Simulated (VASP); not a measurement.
# TaSi2 (Pn-3m) in VASP: further runs, part 2 of 2

VASP 6.6.1. The steps go on from the part before.

## Step 5: Single point, PBE

This run uses another cell than the first one, of 30.05 Å³/atom.

Contents of INCAR:

```
PREC     = Accurate       # precision mode
ENCUT    = 520            # plane-wave cutoff, eV
EDIFF    = 1E-6           # SCF threshold, eV
ISMEAR   = 0              # smearing method
SIGMA    = 0.1            # smearing width, eV
LREAL    = False          # projectors in reciprocal space
LASPH    = True           # aspherical terms in the spheres
NELM     = 80             # most SCF steps
ALGO     = Normal         # electronic algorithm
ISIF     = 2              # what is computed and relaxed
LWAVE    = False          # write WAVECAR
LCHARG   = False          # write CHGCAR
GGA      = PE             # functional
NBANDS   = 28             # bands
```

Contents of KPOINTS:

```
Automatic mesh
0
Gamma
  8 8 8
```

Contents of POSCAR:

```
TaSi2
1.0
    5.6492679435      0.0000000000      0.0000000000
    0.0000000000      5.6492679435      0.0000000000
    0.0000000000      0.0000000000      5.6492679435
Ta Si
2 4
Direct
    0.0000000000      0.0000000000      0.0000000000
    0.5000000000      0.5000000000      0.5000000000
    0.2500000000      0.2500000000      0.2500000000
    0.2500000000      0.7500000000      0.7500000000
    0.7500000000      0.7500000000      0.2500000000
    0.7500000000      0.2500000000      0.7500000000
```

Potentials or basis: VASP PAW PBE potentials, release 64 (Ta_pv, Si).

Launch:

```bash
> cat potpaw_PBE.64/Ta_pv/POTCAR potpaw_PBE.64/Si/POTCAR > POTCAR
> mpirun -np 1 vasp_std > vasp.out
```

OUTCAR:

```text
PREC = Accurate
   ENCUT = 520
   EDIFF = 1E-6
   ISMEAR = 0
   LREAL = False
   LASPH = True
   NELM = 80
   ISIF = 2
   GGA = PE

 ion  position               nearest neighbor table
   1  0.000  0.000  0.000-   3 2.45   4 2.45   5 2.45   6 2.45
   2  0.500  0.500  0.500-   3 2.45   4 2.45   5 2.45   6 2.45
   3  0.250  0.250  0.250-   1 2.45   2 2.45
   4  0.250  0.750  0.750-   1 2.45   2 2.45
   5  0.750  0.750  0.250-   1 2.45   2 2.45
   6  0.750  0.250  0.750-   1 2.45   2 2.45

  LATTYP: Found a simple cubic cell.
 ALAT       =     5.6492679435

  Lattice vectors:

 A1 = (   5.6492679435,   0.0000000000,   0.0000000000)
 A2 = (   0.0000000000,   5.6492679435,   0.0000000000)
 A3 = (   0.0000000000,   0.0000000000,   5.6492679435)

Analysis of symmetry for initial positions (statically):
=====================================================================
 Subroutine PRICEL returns:
 Original cell was already a primitive cell.

 Routine SETGRP: Setting up the symmetry group for a
 simple cubic supercell.

 Subroutine GETGRP returns: Found 48 space group operations
 (whereof 24 operations were pure point group operations)
 out of a pool of 48 trial point group operations.

The static configuration has the point symmetry T_d .
 The point group associated with its full space group is O_h .

Analysis of symmetry for dynamics (positions and initial velocities):
=====================================================================
 Subroutine PRICEL returns:
 Original cell was already a primitive cell.

 Routine SETGRP: Setting up the symmetry group for a
 simple cubic supercell.

 Subroutine GETGRP returns: Found 48 space group operations
 (whereof 24 operations were pure point group operations)
 out of a pool of 48 trial point group operations.

The dynamic configuration has the point symmetry T_d .
 The point group associated with its full space group is O_h .

 Subroutine INISYM returns: Found 48 space group operations
[... 126 lines left out ...]
  volume/ion in A,a.u.               =      30.05       202.78
  Fermi-wavevector in a.u.,A,eV,Ry     =   0.974265  1.841094 12.914550  0.949193
  Thomas-Fermi vector in A             =   2.104711
   LORBIT       =      0    0 simple, 1 ext, 2 COOP (PROOUT), +10 PAW based schemes
   GGA     = PE    functional components
   LHFCALC =     F    Hartree Fock is set to
   AEXX    =    0.0000 exact exchange contribution
   IVDW    =     0    specifies the selected vdW correction
   LEPSILON=     F    determine dielectric tensor
   LRPA    =     F    only Hartree local field effects (RPA)
 non-spin polarized calculation
 Gauss-broadening in eV      SIGMA  =   0.10
  energy-cutoff  :      520.00
  volume of cell :      180.29
 maximum number of plane-waves:      4945
   NGX = 21   NGY = 21   NGZ = 21

 number of electron      38.0000004 magnetization

 Free energy of the ion-electron system (eV)
  ---------------------------------------------------
  ext. energy  EPLUGINS =         0.00000000
  ---------------------------------------------------
  free energy    TOTEN  =       -36.82904868 eV

  energy without entropy =      -36.80556926  energy(sigma->0) =      -36.81730897

 E-fermi :   2.0959     XC(G=0):  -8.5610

 val. band max:        2.0936096636   @ k =   0.2500   0.0000   0.0000
 cond. band min:       2.1067797192   @ k =   0.5000   0.1250   0.0000
 fundamental gap:      0.0131700556
 Fermi energy:         2.0958679240

 k-point     1 :       0.0000    0.0000    0.0000
  band No.  band energies     occupation
      1     -31.9438      2.00000
      2     -31.9438      2.00000
      3     -31.9438      2.00000
      4     -31.9391      2.00000
      5     -31.9391      2.00000
      6     -31.9391      2.00000
[... 733 lines left out ...]
     27       5.8962      0.00000
     28       6.1151      0.00000

 [... further k-points ...]

------------------------ aborting loop because EDIFF is reached ----------------------------------------

  FORCE on cell =-STRESS in cart. coord.  units (eV):
  Direction    XX          YY          ZZ          XY          YZ          ZX
  --------------------------------------------------------------------------------------
  -------------------------------------------------------------------------------------
  Total       -0.0268344     -0.0268344     -0.0268344     -0.0000000      0.0000000      0.0000000
  in kB       -0.2384659     -0.2384659     -0.2384659     -0.0000000      0.0000000      0.0000000
  external PRESSURE =      -0.2384659 kB  Pullay stress =       0.0000000 kB

 VOLUME and BASIS-vectors are now :
 -----------------------------------------------------------------------------
  energy-cutoff  :      520.00
  volume of cell :      180.29
      direct lattice vectors                 reciprocal lattice vectors
     5.649267943  0.000000000  0.000000000     0.177014086  0.000000000  0.000000000
     0.000000000  5.649267943  0.000000000     0.000000000  0.177014086  0.000000000
     0.000000000  0.000000000  5.649267943     0.000000000  0.000000000  0.177014086

 POSITION                                       TOTAL-FORCE (eV/Angst)
 -----------------------------------------------------------------------------------
      0.00000      0.00000      0.00000        -0.000000     -0.000000      0.000000
      2.82463      2.82463      2.82463        -0.000000     -0.000000      0.000000
      1.41232      1.41232      1.41232         0.000000     -0.000000      0.000000
      1.41232      4.23695      4.23695        -0.000000      0.000000     -0.000000
      4.23695      4.23695      1.41232         0.000000      0.000000     -0.000000
      4.23695      1.41232      4.23695         0.000000     -0.000000     -0.000000
 -----------------------------------------------------------------------------------
    total drift:                                0.000000     -0.000000     -0.000000

  FREE ENERGIE OF THE ION-ELECTRON SYSTEM (eV)
  ---------------------------------------------------
  free  energy   TOTEN  =       -36.8290486819 eV

  energy  without entropy=      -36.8055692628  energy(sigma->0) =      -36.81730897
```

Wall time 78 s (1 thread of AMD EPYC 9R45 (Zen 5), shared host); peak memory 0.31 GiB.

What came out:

- Free energy: -36.8290 eV
- Pressure: 0.0 GPa
- Band gap on the k mesh: zero (bands 19 and 20 overlap by 0.64 eV)

Levels at points of the mesh, in eV from the Fermi level:
```
           k point  band 17  band 18  band 19  band 20  band 21  band 22
(0.00, 0.00, 0.00)     0.39     0.39     0.47     0.47     0.47     1.21
(0.50, 0.00, 0.00)    -1.31    -1.31     0.15     0.15     0.81     0.81
(0.50, 0.50, 0.00)    -1.28    -1.28    -0.17    -0.17     0.55     0.55
(0.50, 0.50, 0.50)    -1.19    -0.48    -0.48     0.53     0.53     1.56
```

Caveat: spin-orbit coupling is left out, which moves the levels of the heavy elements.

## Step 6: Overview

```csv
task,cell,k mesh,cutoff (eV),gap on the mesh (eV),pressure (GPa)
single point,"a = 4.518 Å, 6 atoms",4 × 4 × 4,520,none,115.4
single point,"a = 5.645 Å, 6 atoms",4 × 4 × 4,520,none,0.1
relaxation of cell and atoms,"relaxed from a = 4.518 Å, 6 atoms",4 × 4 × 4,600,none,0.0
single point,"a = 5.649 Å, 6 atoms",8 × 8 × 8,520,none,0.0
```

Alike in all rows: level PBE; potentials or basis VASP PAW PBE potentials, release 64 (Ta_pv, Si); no spin polarisation; smearing gaussian 0.1 eV.

Caveats: spin-orbit coupling is left out, which moves the levels of the heavy elements; the cell stands under pressure (at least some runs); the volume moved by over 15 % at a fixed basis, so the end points are rough (at least some runs).

Absolute energies hang on the potentials; compare differences alone.
